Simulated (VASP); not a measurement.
# GaSb (F-43m) in VASP: a series of runs

The runs below take GaSb through single point, with PBE.

Program: VASP 6.6.1. These are calculated values, not measurements. Logs are shortened: lines on timing, memory, paths and dates and some standing lists are left out, and cuts for length are marked.

## (1) The cell of the first run

The structure is cubic, space group F-43m (No. 216). The conventional cell has a = 6.118 Å, b = 6.118 Å, c = 6.118 Å, α = 90.00°, β = 90.00°, γ = 90.00°. Ga (site symmetry -43m) has 4 Sb at 2.65 Å within 3.5 Å. Sb (site symmetry -43m) has 4 Ga at 2.65 Å within 3.5 Å.

## (2) Single point, PBE

The input, INCAR:

```
SYSTEM = GaSb
PREC = Accurate
ENCUT = 520
EDIFF = 1E-6
ISMEAR = 0
SIGMA = 0.15
LREAL = .FALSE.
LASPH = .TRUE.
NELM = 100
ALGO = Normal
ISIF = 2
LWAVE = .FALSE.
LCHARG = .TRUE.
GGA = PE
LELF = .TRUE.
LVHAR = .TRUE.
NBANDS = 16
```

The input, KPOINTS:

```
Automatic mesh
0
G
  14 14 14
  0 0 0
```

The input, POSCAR:

```
GaSb
1.0
    0.0000000000      3.0590000000      3.0590000000
    3.0590000000      0.0000000000      3.0590000000
    3.0590000000      3.0590000000      0.0000000000
Ga Sb
1 1
Direct
    0.0000000000      0.0000000000      0.0000000000
    0.7500000000      0.7500000000      0.7500000000
```

Potentials or basis: VASP PAW PBE potentials, release 64 (Ga_d, Sb).

Started as:

```sh
cat potpaw_PBE.64/Ga_d/POTCAR potpaw_PBE.64/Sb/POTCAR > POTCAR
mpirun -np 1 vasp_std > vasp.out
```

OUTCAR:

```text
SYSTEM = GaSb
   PREC = Accurate
   ENCUT = 520
   EDIFF = 1E-6
   ISMEAR = 0
   LREAL = .FALSE.
   LASPH = .TRUE.
   NELM = 100
   ISIF = 2
   GGA = PE

 ion  position               nearest neighbor table
   1  0.000  0.000  0.000-   2 2.65   2 2.65   2 2.65   2 2.65
   2  0.750  0.750  0.750-   1 2.65   1 2.65   1 2.65   1 2.65

  LATTYP: Found a face centered cubic cell.
 ALAT       =     6.1180000000

  Lattice vectors:

 A1 = (   0.0000000000,   3.0590000000,   3.0590000000)
 A2 = (   3.0590000000,   0.0000000000,   3.0590000000)
 A3 = (   3.0590000000,   3.0590000000,   0.0000000000)

Analysis of symmetry for initial positions (statically):
=====================================================================
 Subroutine PRICEL returns:
 Original cell was already a primitive cell.

 Routine SETGRP: Setting up the symmetry group for a
 face centered cubic supercell.

 Subroutine GETGRP returns: Found 24 space group operations
 (whereof 24 operations were pure point group operations)
 out of a pool of 48 trial point group operations.

The static configuration has the point symmetry T_d .

Analysis of symmetry for dynamics (positions and initial velocities):
=====================================================================
 Subroutine PRICEL returns:
 Original cell was already a primitive cell.

 Routine SETGRP: Setting up the symmetry group for a
 face centered cubic supercell.

 Subroutine GETGRP returns: Found 24 space group operations
 (whereof 24 operations were pure point group operations)
 out of a pool of 48 trial point group operations.

The dynamic configuration has the point symmetry T_d .

 Subroutine INISYM returns: Found 24 space group operations
 (whereof 24 operations are pure point group operations),
 and found     1 'primitive' translations

----------------------------------------------------------------------------------------

                                     Primitive cell

  volume of cell :      57.2491

  direct lattice vectors                    reciprocal lattice vectors
     0.000000000  3.059000000  3.059000000    -0.163452109  0.163452109  0.163452109
     3.059000000  0.000000000  3.059000000     0.163452109 -0.163452109  0.163452109
     3.059000000  3.059000000  0.000000000     0.163452109  0.163452109 -0.163452109

  length of vectors
     4.326079287  4.326079287  4.326079287     0.283107357  0.283107357  0.283107357

  position of ions in fractional coordinates (direct lattice)
     0.000000000  0.000000000  0.000000000
     0.750000000  0.750000000  0.750000000

  ion indices of the primitive-cell ions
   primitive index   ion index
                 1           1
                 2           2

----------------------------------------------------------------------------------------

 KPOINTS: Automatic mesh

Automatic generation of k-mesh.
 Grid dimensions read from file:
 generate k-points for:   14   14   14

 Generating k-lattice:

  Cartesian coordinates                     Fractional coordinates (reciprocal lattice)
    -0.011675151  0.011675151  0.011675151     0.071428571  0.000000000  0.000000000
     0.011675151 -0.011675151  0.011675151     0.000000000  0.071428571  0.000000000
     0.011675151  0.011675151 -0.011675151     0.000000000  0.000000000  0.071428571

  Length of vectors
     0.020221954  0.020221954  0.020221954

  Shift w.r.t. Gamma in fractional coordinates (k-lattice)
     0.000000000  0.000000000  0.000000000

 Subroutine IBZKPT returns following result:
 ===========================================

 Found    104 irreducible k-points:

 Following reciprocal coordinates:
            Coordinates               Weight
  0.000000  0.000000  0.000000      1.000000
  0.071429  0.000000  0.000000      8.000000
  0.142857  0.000000  0.000000      8.000000
  0.214286  0.000000  0.000000      8.000000
  0.285714  0.000000  0.000000      8.000000
  0.357143  0.000000  0.000000      8.000000
[... 16 lines left out ...]
  0.214286  0.142857  0.000000     24.000000
  0.285714  0.142857  0.000000     24.000000
 [... further k-points ...]
   k-points           NKPTS =    104   k-points in BZ     NKDIM =    104   number of bands    NBANDS=     16
   number of dos      NEDOS =    301   number of ions     NIONS =      2
   total plane-waves  NPLWV =  32768
   dimension x,y,z NGX =    32 NGY =   32 NGZ =   32
   dimension x,y,z NGXF=    64 NGYF=   64 NGZF=   64
   ions per type =               1   1
   NGX,Y,Z   is equivalent  to a cutoff of  12.30, 12.30, 12.30 a.u.
   NGXF,Y,Z  is equivalent  to a cutoff of  24.59, 24.59, 24.59 a.u.
 SYSTEM =  GaSb
   PREC   = accura    normal or accurate (medium, high low for compatibility)
   ISTART =      0    job   : 0-new  1-cont  2-samecut
   ICHARG =      2    charge: 1-file 2-atom 10-const
   ISPIN  =      1    spin polarized calculation?
   LNONCOLLINEAR =      F non collinear calculations
   LSORBIT =      F    spin-orbit coupling
   LASPH  =      T    aspherical Exc in radial PAW
   ENCUT  =  520.0 eV  38.22 Ry    6.18 a.u.   8.04  8.04  8.04*2*pi/ulx,y,z
   NELM   =    100;   NELMIN=  2; NELMDL= -5     # of ELM steps
   EDIFF  = 0.1E-05   stopping-criterion for ELM
   LREAL  =      F    real-space projection
   EDIFFG = 0.1E-04   stopping-criterion for IOM
   NSW    =      0    number of steps for IOM
   IBRION =     -1    ionic relax: 0-MD 1-quasi-New 2-CG
   NFREE  =      0    steps in history (QN), initial steepest desc. (CG)
   ISIF   =      2    stress and relaxation
   ISYM   =      2    0-nonsym 1-usesym 2-fastsym
   POTIM  = 0.5000    time-step for ionic-motion
   TEBEG  =    0.0;   TEEND  =   0.0 temperature during run
   PSTRESS=    0.0 pullay stress
   NELECT =      18.0000    total number of electrons
   NUPDOWN=      -1.0000    fix difference up-down
   EMIN   =  10.00;   EMAX   =-10.00  energy-range for DOS
   EFERMI =   0.00;   METHOD = LEGACY
   ISMEAR =     0;   SIGMA  =   0.15  broadening in eV -4-tet -1-fermi 0-gaus
   EFERMI_NEDOS =   21; number of points for ismear=-14 and -15
   IALGO  =     38    algorithm
   IMIX   =      4    mixing-type and parameters
     AMIX     =   0.40;   BMIX     =  1.00
     AMIX_MAG =   1.60;   BMIX_MAG =  1.00
  volume/ion in A,a.u.               =      28.62       193.17
  Fermi-wavevector in a.u.,A,eV,Ry     =   1.113208  2.103657 16.860766  1.239231
  Thomas-Fermi vector in A             =   2.249790
   LORBIT       =      0    0 simple, 1 ext, 2 COOP (PROOUT), +10 PAW based schemes
   GGA     = PE    functional components
   LHFCALC =     F    Hartree Fock is set to
   AEXX    =    0.0000 exact exchange contribution
   IVDW    =     0    specifies the selected vdW correction
   LEPSILON=     F    determine dielectric tensor
   LRPA    =     F    only Hartree local field effects (RPA)
 non-spin polarized calculation
 Gauss-broadening in eV      SIGMA  =   0.15
  energy-cutoff  :      520.00
  volume of cell :       57.25
 maximum number of plane-waves:      1572
   NGX = 17   NGY = 17   NGZ = 17

 number of electron      17.9999986 magnetization

 Free energy of the ion-electron system (eV)
  ---------------------------------------------------
  ext. energy  EPLUGINS =         0.00000000
  ---------------------------------------------------
  free energy    TOTEN  =        -7.35329415 eV

  energy without entropy =       -7.35312369  energy(sigma->0) =       -7.35320892

 E-fermi :   4.9986     XC(G=0):  -9.0899

 val. band max:        4.9055048434   @ k =   0.0000   0.0000   0.0000
 cond. band min:       5.2726322876   @ k =   0.5000   0.0000   0.0000
 fundamental gap:      0.3671274442
 Fermi energy:         4.9986180033

 k-point     1 :       0.0000    0.0000    0.0000
  band No.  band energies     occupation
      1     -10.1634      2.00000
      2     -10.1634      2.00000
      3     -10.1634      2.00000
      4     -10.1136      2.00000
      5     -10.1136      2.00000
      6      -6.6075      2.00000
[... 8 lines left out ...]
     15      13.4615      0.00000
     16      13.4615      0.00000

 k-point     2 :       0.0714    0.0000    0.0000
  band No.  band energies     occupation
      1     -10.1648      2.00000
      2     -10.1627      2.00000
      3     -10.1627      2.00000
      4     -10.1137      2.00000
      5     -10.1137      2.00000
      6      -6.5549      2.00000
[... 8 lines left out ...]
     15      13.0389      0.00000
     16      13.0389      0.00000

 k-point     3 :       0.1429    0.0000    0.0000
  band No.  band energies     occupation
      1     -10.1687      2.00000
      2     -10.1611      2.00000
      3     -10.1611      2.00000
      4     -10.1139      2.00000
      5     -10.1139      2.00000
      6      -6.3993      2.00000
[... 8 lines left out ...]
     15      12.5719      0.00000
     16      12.5719      0.00000

 k-point     4 :       0.2143    0.0000    0.0000
  band No.  band energies     occupation
      1     -10.1743      2.00000
      2     -10.1587      2.00000
      3     -10.1587      2.00000
      4     -10.1140      2.00000
      5     -10.1140      2.00000
      6      -6.1485      2.00000
[... 8 lines left out ...]
     15      12.3959      0.00000
     16      12.3959      0.00000

 k-point     5 :       0.2857    0.0000    0.0000
  band No.  band energies     occupation
      1     -10.1805      2.00000
      2     -10.1563      2.00000
      3     -10.1563      2.00000
      4     -10.1140      2.00000
      5     -10.1140      2.00000
      6      -5.8197      2.00000
[... 8 lines left out ...]
     15      12.6128      0.00000
     16      12.6128      0.00000

 k-point     6 :       0.3571    0.0000    0.0000
  band No.  band energies     occupation
      1     -10.1859      2.00000
      2     -10.1543      2.00000
      3     -10.1543      2.00000
      4     -10.1137      2.00000
      5     -10.1137      2.00000
      6      -5.4508      2.00000
[... 8 lines left out ...]
     15      13.2112      0.00000
     16      13.2112      0.00000

 k-point     7 :       0.4286    0.0000    0.0000
  band No.  band energies     occupation
      1     -10.1897      2.00000
      2     -10.1531      2.00000
      3     -10.1531      2.00000
      4     -10.1135      2.00000
      5     -10.1135      2.00000
      6      -5.1241      2.00000
[... 8 lines left out ...]
     15      14.0703      0.00000
     16      14.0703      0.00000

 k-point     8 :       0.5000    0.0000    0.0000
  band No.  band energies     occupation
      1     -10.1910      2.00000
      2     -10.1526      2.00000
      3     -10.1526      2.00000
      4     -10.1133      2.00000
      5     -10.1133      2.00000
      6      -4.9834      2.00000
[... 8 lines left out ...]
     15      14.7627      0.00000
     16      14.7627      0.00000

 k-point     9 :       0.0714    0.0714    0.0000
  band No.  band energies     occupation
      1     -10.1659      2.00000
      2     -10.1622      2.00000
      3     -10.1622      2.00000
      4     -10.1141      2.00000
      5     -10.1134      2.00000
      6      -6.5373      2.00000
[... 8 lines left out ...]
     15      12.4931      0.00000
     16      13.5268      0.00000
[... 172 lines left out ...]
 k-point    19 :      -0.2143    0.0714    0.0000
  band No.  band energies     occupation
      1     -10.1776      2.00000
      2     -10.1579      2.00000
      3     -10.1565      2.00000
      4     -10.1148      2.00000
      5     -10.1135      2.00000
      6      -6.0017      2.00000
[... 8 lines left out ...]
     15      12.2668      0.00000
     16      13.1211      0.00000

 k-point    20 :      -0.1429    0.0714    0.0000
  band No.  band energies     occupation
      1     -10.1719      2.00000
      2     -10.1603      2.00000
      3     -10.1589      2.00000
      4     -10.1145      2.00000
      5     -10.1135      2.00000
      6      -6.2800      2.00000
[... 8 lines left out ...]
     15      12.0996      0.00000
     16      12.6867      0.00000

 k-point    21 :      -0.0714    0.0714    0.0000
  band No.  band energies     occupation
      1     -10.1673      2.00000
      2     -10.1621      2.00000
      3     -10.1612      2.00000
      4     -10.1141      2.00000
      5     -10.1135      2.00000
      6      -6.4679      2.00000
[... 8 lines left out ...]
     15      12.4320      0.00000
     16      12.8787      0.00000

 k-point    22 :       0.1429    0.1429    0.0000
  band No.  band energies     occupation
      1     -10.1728      2.00000
      2     -10.1589      2.00000
      3     -10.1589      2.00000
      4     -10.1154      2.00000
      5     -10.1128      2.00000
      6      -6.3287      2.00000
[... 8 lines left out ...]
     15      12.0418      0.00000
     16      13.7228      0.00000

 k-point    23 :       0.2143    0.1429    0.0000
  band No.  band energies     occupation
      1     -10.1775      2.00000
      2     -10.1568      2.00000
      3     -10.1565      2.00000
      4     -10.1163      2.00000
      5     -10.1125      2.00000
      6      -6.1419      2.00000
[... 8 lines left out ...]
     15      12.7127      0.00000
     16      13.6310      0.00000

 k-point    24 :       0.2857    0.1429    0.0000
  band No.  band energies     occupation
      1     -10.1826      2.00000
      2     -10.1548      2.00000
      3     -10.1539      2.00000
      4     -10.1168      2.00000
      5     -10.1124      2.00000
      6      -5.8657      2.00000
[... 8 lines left out ...]
     15      13.2298      0.00000
     16      13.6497      0.00000

 [... further k-points ...]
[... 5 lines left out ...]
  --------------------------------------------------------------------------------------
  -------------------------------------------------------------------------------------
  Total        0.8584917      0.8584917      0.8584917      0.0000000      0.0000000      0.0000000
  in kB       24.0258214     24.0258214     24.0258214      0.0000000      0.0000000      0.0000000
  external PRESSURE =      24.0258214 kB  Pullay stress =       0.0000000 kB

 VOLUME and BASIS-vectors are now :
 -----------------------------------------------------------------------------
  energy-cutoff  :      520.00
  volume of cell :       57.25
      direct lattice vectors                 reciprocal lattice vectors
     0.000000000  3.059000000  3.059000000    -0.163452109  0.163452109  0.163452109
     3.059000000  0.000000000  3.059000000     0.163452109 -0.163452109  0.163452109
     3.059000000  3.059000000  0.000000000     0.163452109  0.163452109 -0.163452109

 POSITION                                       TOTAL-FORCE (eV/Angst)
 -----------------------------------------------------------------------------------
      0.00000      0.00000      0.00000         0.000000      0.000000     -0.000000
      4.58850      4.58850      4.58850        -0.000000     -0.000000      0.000000
 -----------------------------------------------------------------------------------
    total drift:                               -0.000002     -0.000002     -0.000002

  FREE ENERGIE OF THE ION-ELECTRON SYSTEM (eV)
  ---------------------------------------------------
  free  energy   TOTEN  =        -7.3532941513 eV

  energy  without entropy=       -7.3531236879  energy(sigma->0) =       -7.35320892
```

Run time: 24 s. Hardware: 1 thread of Intel Xeon 6975P-C (Granite Rapids), shared host; peak memory 0.24 GiB.

Results:

* Free energy: -7.3533 eV
* Pressure: 2.4 GPa

Caveat: spin-orbit coupling is left out, which moves the levels of the heavy elements.

## (3) Single point, PBE

The input, INCAR:

```
SYSTEM = GaSb
PREC = Accurate ; ENCUT = 520
EDIFF = 1E-6 ; ISMEAR = 0
SIGMA = 0.15 ; LREAL = .False.
LASPH = .True. ; NELM = 60
ALGO = Normal ; ISIF = 2
LWAVE = .False. ; LCHARG = .False.
GGA = PE ; NBANDS = 16
```

The input, KPOINTS:

```
regular mesh
0
Gamma
  16 16 16
  0 0 0
```

POSCAR is that of step 2.

Potentials or basis: VASP PAW PBE potentials, release 64 (Ga_d, Sb).

Started as:

```sh
cat potpaw_PBE.64/Ga_d/POTCAR potpaw_PBE.64/Sb/POTCAR > POTCAR
mpirun -np 1 vasp_std > vasp.out
```

Run time: 37 s. Hardware: 1 thread of Intel Xeon 6975P-C (Granite Rapids), shared host; peak memory 0.27 GiB.

Results (log left out):

- Free energy: -7.3535 eV
- Pressure: 2.4 GPa

Levels at points of the mesh, in eV from the Fermi level:
| k point | band 7 | band 8 | band 9 | band 10 | band 11 | band 12 |
| --- | --- | --- | --- | --- | --- | --- |
| (0.00, 0.00, 0.00) | -0.14 | -0.14 | -0.14 | -0.11 | 2.63 | 2.63 |
| (0.50, 0.00, 0.00) | -6.51 | -1.30 | -1.30 | 0.26 | 3.61 | 3.61 |
| (0.50, 0.50, 0.00) | -6.95 | -2.72 | -2.72 | 0.76 | 1.11 | 8.54 |

Caveat: spin-orbit coupling is left out, which moves the levels of the heavy elements.

## (4) Single point, PBE

This run uses another cell than the first one: it holds 8 atoms, not 2.

The input, INCAR:

```
ALGO = Normal
EDIFF = 1E-6
ENCUT = 520
GGA = PE
ISIF = 2
ISMEAR = 0
LASPH = True
LCHARG = False
LREAL = False
LWAVE = False
NBANDS = 46
NELM = 60
PREC = Accurate
SIGMA = 0.15
```

The input, KPOINTS:

```
k-points
0
Gamma
  8 8 8
```

The input, POSCAR:

```
GaSb
1.0
    6.1180000000      0.0000000000      0.0000000000
    0.0000000000     -6.1180000000      0.0000000000
    0.0000000000      0.0000000000     -6.1180000000
Ga Sb
4 4
Direct
    0.0000000000      0.5000000000      0.5000000000
    0.5000000000      0.0000000000      0.5000000000
    0.5000000000      0.5000000000      0.0000000000
    0.0000000000      0.0000000000      0.0000000000
    0.7500000000      0.7500000000      0.7500000000
    0.2500000000      0.2500000000      0.7500000000
    0.2500000000      0.7500000000      0.2500000000
    0.7500000000      0.2500000000      0.2500000000
```

Started as:

```sh
cat potpaw_PBE.64/Ga_d/POTCAR potpaw_PBE.64/Sb/POTCAR > POTCAR
mpirun -np 1 vasp_std > vasp.out
```

Run time: 5.9 min. Hardware: 1 thread of AMD EPYC 7R43 (Zen 3), shared host; peak memory 0.45 GiB.

Results (log left out):

| Property | Result |
| --- | --- |
| Free energy | -29.4139 eV |
| Pressure | 2.4 GPa |

Levels at points of the mesh, in eV from the Fermi level:
| k point | band 33 | band 34 | band 35 | band 36 | band 37 | band 38 | band 39 | band 40 |
| --- | --- | --- | --- | --- | --- | --- | --- | --- |
| (0.00, 0.00, 0.00) | -2.70 | -0.12 | -0.12 | -0.12 | -0.09 | 0.78 | 0.78 | 0.78 |
| (0.50, 0.00, 0.00) | -1.79 | -1.79 | -1.79 | -1.79 | 1.13 | 1.13 | 2.60 | 2.60 |
| (0.50, 0.50, 0.00) | -1.35 | -1.35 | -1.35 | -1.35 | 1.87 | 1.87 | 1.87 | 1.87 |
| (0.50, 0.50, 0.50) | -1.28 | -1.28 | -1.28 | -1.28 | 0.28 | 0.28 | 0.28 | 0.28 |

Caveat: spin-orbit coupling is left out, which moves the levels of the heavy elements.

## (5) Summary

| cell | k mesh | pressure (GPa) |
| --- | --- | --- |
| a = 4.326 Å, angles 60.0°, 2 atoms | 14 × 14 × 14 | 2.4 |
| a = 4.326 Å, angles 60.0°, 2 atoms | 16 × 16 × 16 | 2.4 |
| a = 6.118 Å, 8 atoms | 8 × 8 × 8 | 2.4 |

Alike in all rows: task single point; level PBE; potentials or basis VASP PAW PBE potentials, release 64 (Ga_d, Sb); no spin polarisation; cutoff (eV) 520; smearing gaussian 0.15 eV.

Caveats: spin-orbit coupling is left out, which moves the levels of the heavy elements.

Absolute energies hang on the potentials; compare differences alone.
